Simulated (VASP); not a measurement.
# MgS (Immm) in VASP: single point with PBE

Aim: the single point of MgS with PBE.

Everything below comes from runs of VASP 6.6.1. Logs are shortened: lines on timing, memory, paths and dates and some standing lists are left out, and cuts for length are marked.

## Step 1: The cell of the first run

Symmetry: Immm, No. 71, orthorhombic system. The conventional cell has a = 3.661 Å, b = 3.708 Å, c = 5.243 Å, α = 90.00°, β = 90.00°, γ = 90.00°. Mg (site symmetry mmm) has 6 S at 2.61 to 2.62 Å within 3.4 Å. S (site symmetry mmm) has 6 Mg at 2.61 to 2.62 Å within 3.4 Å.

## Step 2: Single point, PBE (strained cell)

Contents of INCAR:

```
PREC = Accurate
ENCUT = 600
EDIFF = 1E-6
ISMEAR = 0
SIGMA = 0.02
LREAL = False
LASPH = True
NELM = 120
ALGO = Normal
ISIF = 2
LWAVE = False
LCHARG = True
GGA = PE
LELF = True
LVHAR = True
NBANDS = 11
GGA_COMPAT = False
```

Contents of KPOINTS:

```
regular mesh
0
Gamma
  6 6 6
```

Contents of POSCAR:

```
MgS
1.0
   -0.0163443287      2.6052859877      2.6216303164
    2.6052859877     -0.0163443287      2.6216303164
    2.5889416591      2.5889416591      0.0000000000
Mg S
1 1
Direct
    0.0000000000      0.0000000000      0.0000000000
    0.5000000000      0.5000000000      0.5000000000
```

Potentials or basis: VASP PAW PBE potentials, release 64 (Mg, S).

On the command line:

```
$ cat potpaw_PBE.64/Mg/POTCAR potpaw_PBE.64/S/POTCAR > POTCAR
$ mpirun -np 1 vasp_std > vasp.out
```

OUTCAR:

```text
PREC = Accurate
   ENCUT = 600
   EDIFF = 1E-6
   ISMEAR = 0
   LREAL = False
   LASPH = True
   NELM = 120
   ISIF = 2
   GGA = PE

 ion  position               nearest neighbor table
   1  0.000  0.000  0.000-   2 2.61   2 2.61   2 2.61   2 2.61   2 2.62   2 2.62
   2  0.500  0.500  0.500-   1 2.61   1 2.61   1 2.61   1 2.61   1 2.62   1 2.62

  LATTYP: Found a body centered orthorhombic cell.
 ALAT       =     3.6613164065
 B/A-ratio  =     1.0126262626
 C/A-ratio  =     1.4320697942

  Lattice vectors:

 A1 = (   0.0163443287,  -2.6052859877,  -2.6216303164)
 A2 = (  -0.0163443286,   2.6052859878,  -2.6216303164)
 A3 = (   2.6052859877,  -0.0163443287,   2.6216303164)

Analysis of symmetry for initial positions (statically):
=====================================================================
 Subroutine PRICEL returns:
 Original cell was already a primitive cell.

 Routine SETGRP: Setting up the symmetry group for a
 body centered orthorhombic supercell.

 Subroutine GETGRP returns: Found  8 space group operations
 (whereof  8 operations were pure point group operations)
 out of a pool of  8 trial point group operations.

The static configuration has the point symmetry D_2h.

Analysis of symmetry for dynamics (positions and initial velocities):
=====================================================================
 Subroutine PRICEL returns:
 Original cell was already a primitive cell.

 Routine SETGRP: Setting up the symmetry group for a
 body centered orthorhombic supercell.

 Subroutine GETGRP returns: Found  8 space group operations
 (whereof  8 operations were pure point group operations)
 out of a pool of  8 trial point group operations.

The dynamic configuration has the point symmetry D_2h.

 Subroutine INISYM returns: Found  8 space group operations
 (whereof  8 operations are pure point group operations),
 and found     1 'primitive' translations

----------------------------------------------------------------------------------------

                                     Primitive cell

  volume of cell :      35.5873

  direct lattice vectors                    reciprocal lattice vectors
    -0.016344329  2.605285988  2.621630316    -0.190721017  0.190721017  0.190721017
     2.605285988 -0.016344329  2.621630316     0.190721017 -0.190721017  0.190721017
     2.588941659  2.588941659  0.000000000     0.193129111  0.193129111 -0.190721017

  length of vectors
     3.696042171  3.696042171  3.661316406     0.330338491  0.330338491  0.333124921

  position of ions in fractional coordinates (direct lattice)
     0.000000000  0.000000000  0.000000000
     0.500000000  0.500000000  0.500000000

  ion indices of the primitive-cell ions
   primitive index   ion index
                 1           1
                 2           2

----------------------------------------------------------------------------------------

 KPOINTS: regular mesh

Automatic generation of k-mesh.
 Grid dimensions read from file:
 generate k-points for:    6    6    6

 Generating k-lattice:

  Cartesian coordinates                     Fractional coordinates (reciprocal lattice)
    -0.031786836  0.031786836  0.031786836     0.166666667  0.000000000  0.000000000
     0.031786836 -0.031786836  0.031786836     0.000000000  0.166666667  0.000000000
     0.032188185  0.032188185 -0.031786836     0.000000000  0.000000000  0.166666667

  Length of vectors
     0.055056415  0.055056415  0.055520820

  Shift w.r.t. Gamma in fractional coordinates (k-lattice)
     0.000000000  0.000000000  0.000000000

 Subroutine IBZKPT returns following result:
 ===========================================

 Found     46 irreducible k-points:

 Following reciprocal coordinates:
            Coordinates               Weight
  0.000000  0.000000  0.000000      1.000000
  0.166667  0.000000  0.000000      4.000000
  0.333333 -0.000000  0.000000      4.000000
  0.500000  0.000000  0.000000      2.000000
  0.166667  0.166667  0.000000      2.000000
  0.333333  0.166667  0.000000      4.000000
[... 16 lines left out ...]
 -0.166667  0.333333  0.166667      4.000000
  0.500000  0.500000  0.166667      4.000000
 [... further k-points ...]
   k-points           NKPTS =     46   k-points in BZ     NKDIM =     46   number of bands    NBANDS=     11
   number of dos      NEDOS =    301   number of ions     NIONS =      2
   total plane-waves  NPLWV =  27000
   dimension x,y,z NGX =    30 NGY =   30 NGZ =   30
   dimension x,y,z NGXF=    60 NGYF=   60 NGZF=   60
   ions per type =               1   1
   NGX,Y,Z   is equivalent  to a cutoff of  13.49, 13.49, 13.62 a.u.
   NGXF,Y,Z  is equivalent  to a cutoff of  26.99, 26.99, 27.24 a.u.
 SYSTEM =  unknown system
   PREC   = accura    normal or accurate (medium, high low for compatibility)
   ISTART =      0    job   : 0-new  1-cont  2-samecut
   ICHARG =      2    charge: 1-file 2-atom 10-const
   ISPIN  =      1    spin polarized calculation?
   LNONCOLLINEAR =      F non collinear calculations
   LSORBIT =      F    spin-orbit coupling
   LASPH  =      T    aspherical Exc in radial PAW
   ENCUT  =  600.0 eV  44.10 Ry    6.64 a.u.   7.38  7.38  7.31*2*pi/ulx,y,z
   NELM   =    120;   NELMIN=  2; NELMDL= -5     # of ELM steps
   EDIFF  = 0.1E-05   stopping-criterion for ELM
   LREAL  =      F    real-space projection
   EDIFFG = 0.1E-04   stopping-criterion for IOM
   NSW    =      0    number of steps for IOM
   IBRION =     -1    ionic relax: 0-MD 1-quasi-New 2-CG
   NFREE  =      0    steps in history (QN), initial steepest desc. (CG)
   ISIF   =      2    stress and relaxation
   ISYM   =      2    0-nonsym 1-usesym 2-fastsym
   POTIM  = 0.5000    time-step for ionic-motion
   TEBEG  =    0.0;   TEEND  =   0.0 temperature during run
   PSTRESS=    0.0 pullay stress
   NELECT =       8.0000    total number of electrons
   NUPDOWN=      -1.0000    fix difference up-down
   EMIN   =  10.00;   EMAX   =-10.00  energy-range for DOS
   EFERMI =   0.00;   METHOD = LEGACY
   ISMEAR =     0;   SIGMA  =   0.02  broadening in eV -4-tet -1-fermi 0-gaus
   EFERMI_NEDOS =   21; number of points for ismear=-14 and -15
   IALGO  =     38    algorithm
   IMIX   =      4    mixing-type and parameters
     AMIX     =   0.40;   BMIX     =  1.00
     AMIX_MAG =   1.60;   BMIX_MAG =  1.00
  volume/ion in A,a.u.               =      17.79       120.08
  Fermi-wavevector in a.u.,A,eV,Ry     =   0.995420  1.881071 13.481487  0.990861
  Thomas-Fermi vector in A             =   2.127439
   LORBIT       =      0    0 simple, 1 ext, 2 COOP (PROOUT), +10 PAW based schemes
   GGA     = PE    functional components
   LHFCALC =     F    Hartree Fock is set to
   AEXX    =    0.0000 exact exchange contribution
   IVDW    =     0    specifies the selected vdW correction
   LEPSILON=     F    determine dielectric tensor
   LRPA    =     F    only Hartree local field effects (RPA)
 non-spin polarized calculation
 Gauss-broadening in eV      SIGMA  =   0.02
  energy-cutoff  :      600.00
  volume of cell :       35.59
 maximum number of plane-waves:      1231
 NGX is ok and might be reduce to    30
   NGX = 15   NGY = 15   NGZ = 15

 number of electron       7.9999999 magnetization

 Free energy of the ion-electron system (eV)
  ---------------------------------------------------
  ext. energy  EPLUGINS =         0.00000000
  ---------------------------------------------------
  free energy    TOTEN  =        -8.49951675 eV

  energy without entropy =       -8.49951675  energy(sigma->0) =       -8.49951675

 E-fermi :   3.7946     XC(G=0):  -9.6447

 val. band max:        3.6838232578   @ k =   0.0000   0.0000   0.0000
 cond. band min:       6.3757619237   @ k =   0.5000  -0.0000   0.5000
 fundamental gap:      2.6919386660
 Fermi energy:         3.7945814827

 k-point     1 :       0.0000    0.0000    0.0000
  band No.  band energies     occupation
      1      -8.9727      2.00000
      2       3.5697      2.00000
      3       3.6525      2.00000
      4       3.6838      2.00000
      5       7.2602      0.00000
      6      11.5114      0.00000
      7      11.5547      0.00000
      8      11.7225      0.00000
      9      13.9284      0.00000
     10      14.0160      0.00000
     11      16.1375      0.00000

 k-point     2 :       0.1667    0.0000    0.0000
  band No.  band energies     occupation
      1      -8.7165      2.00000
      2       1.9834      2.00000
      3       3.4620      2.00000
      4       3.5233      2.00000
      5       8.3901      0.00000
      6      11.2271      0.00000
      7      11.7967      0.00000
      8      11.9598      0.00000
      9      13.2191      0.00000
     10      13.3458      0.00000
     11      16.0179      0.00000

 k-point     3 :       0.3333   -0.0000    0.0000
  band No.  band energies     occupation
      1      -8.1003      2.00000
      2      -0.1923      2.00000
      3       3.1778      2.00000
      4       3.2437      2.00000
      5       8.4300      0.00000
      6      10.9341      0.00000
      7      11.0766      0.00000
      8      12.8467      0.00000
      9      15.0444      0.00000
     10      15.1751      0.00000
     11      15.1966      0.00000

 k-point     4 :       0.5000    0.0000    0.0000
  band No.  band energies     occupation
      1      -7.7096      2.00000
      2      -1.1600      2.00000
      3       3.0526      2.00000
      4       3.1199      2.00000
      5       8.2072      0.00000
      6      10.5083      0.00000
      7      10.6510      0.00000
      8      13.6428      0.00000
      9      15.7193      0.00000
     10      17.8913      0.00000
     11      18.0100      0.00000

 k-point     5 :       0.1667    0.1667    0.0000
  band No.  band energies     occupation
      1      -8.6330      2.00000
      2       2.1257      2.00000
      3       3.0492      2.00000
      4       3.1805      2.00000
      5       8.8704      0.00000
      6      10.1579      0.00000
      7      11.4638      0.00000
      8      12.6432      0.00000
      9      12.8074      0.00000
     10      14.4642      0.00000
     11      17.7083      0.00000
[... 211 lines left out ...]
 k-point    21 :       0.5000    0.3333    0.1667
  band No.  band energies     occupation
      1      -7.6732      2.00000
      2       0.0016      2.00000
      3       1.4835      2.00000
      4       2.4140      2.00000
      5       8.8887      0.00000
      6      10.2833      0.00000
      7      10.9354      0.00000
      8      13.3832      0.00000
      9      15.1483      0.00000
     10      18.4010      0.00000
     11      18.8695      0.00000

 k-point    22 :      -0.3333    0.3333    0.1667
  band No.  band energies     occupation
      1      -7.4089      2.00000
      2      -0.2593      2.00000
      3       0.9733      2.00000
      4       2.0942      2.00000
      5       8.9751      0.00000
      6      10.4299      0.00000
      7      12.2486      0.00000
      8      12.5032      0.00000
      9      15.7870      0.00000
     10      17.4454      0.00000
     11      19.2865      0.00000

 k-point    23 :      -0.1667    0.3333    0.1667
  band No.  band energies     occupation
      1      -7.6754      2.00000
      2      -0.0297      2.00000
      3       1.4726      2.00000
      4       2.4465      2.00000
      5       8.9198      0.00000
      6      10.2852      0.00000
      7      11.0441      0.00000
      8      13.4214      0.00000
      9      15.1449      0.00000
     10      18.2950      0.00000
     11      18.7762      0.00000

 k-point    24 :       0.5000    0.5000    0.1667
  band No.  band energies     occupation
      1      -7.4442      2.00000
      2      -0.2152      2.00000
      3       1.3949      2.00000
      4       2.1439      2.00000
      5       7.2670      0.00000
      6       9.3848      0.00000
      7      13.5825      0.00000
      8      13.8435      0.00000
      9      16.3783      0.00000
     10      18.3177      0.00000
     11      19.6213      0.00000

 [... further k-points ...]

------------------------ aborting loop because EDIFF is reached ----------------------------------------

  FORCE on cell =-STRESS in cart. coord.  units (eV):
  Direction    XX          YY          ZZ          XY          YZ          ZX
  --------------------------------------------------------------------------------------
  -------------------------------------------------------------------------------------
  Total        0.0721964      0.0721964     -0.0670787      0.1533575      0.0000000      0.0000000
  in kB        3.2503548      3.2503548     -3.0199507      6.9043123      0.0000000      0.0000000
  external PRESSURE =       1.1602530 kB  Pullay stress =       0.0000000 kB

 VOLUME and BASIS-vectors are now :
 -----------------------------------------------------------------------------
  energy-cutoff  :      600.00
  volume of cell :       35.59
      direct lattice vectors                 reciprocal lattice vectors
    -0.016344329  2.605285988  2.621630316    -0.190721017  0.190721017  0.190721017
     2.605285988 -0.016344329  2.621630316     0.190721017 -0.190721017  0.190721017
     2.588941659  2.588941659  0.000000000     0.193129111  0.193129111 -0.190721017

 POSITION                                       TOTAL-FORCE (eV/Angst)
 -----------------------------------------------------------------------------------
      0.00000      0.00000      0.00000        -0.000000      0.000000      0.000000
      2.58894      2.58894      2.62163         0.000000     -0.000000     -0.000000
 -----------------------------------------------------------------------------------
    total drift:                               -0.000000     -0.000000      0.000000

  FREE ENERGIE OF THE ION-ELECTRON SYSTEM (eV)
  ---------------------------------------------------
  free  energy   TOTEN  =        -8.4995167520 eV

  energy  without entropy=       -8.4995167520  energy(sigma->0) =       -8.49951675
```

It took 8.7 s on 1 thread of AMD EPYC 9R45 (Zen 5), shared host; peak memory 0.15 GiB.

What came out:

- Free energy: -8.4995 eV
- Pressure: 0.1 GPa
- Band gap on the k mesh: 2.69 eV (least direct gap 3.58 eV)

Levels at points of the mesh, in eV from the valence-band top:
```tsv
k point	band 2	band 3	band 4	band 5	band 6	band 7
(0.00, 0.00, 0.00)	-0.11	-0.03	0.00	3.58	7.83	7.87
(0.50, 0.00, 0.00)	-4.84	-0.63	-0.56	4.52	6.82	6.97
(0.50, 0.50, 0.00)	-4.19	-1.77	-1.61	2.72	4.40	11.81
(0.00, 0.00, 0.50)	-4.80	-0.67	-0.64	4.44	6.79	6.80
(0.50, 0.00, 0.50)	-4.19	-1.74	-1.69	2.69	4.37	11.86
```

Caveat: the cell differs from its parent crystal (strained cell). A k mesh can miss the band edges.
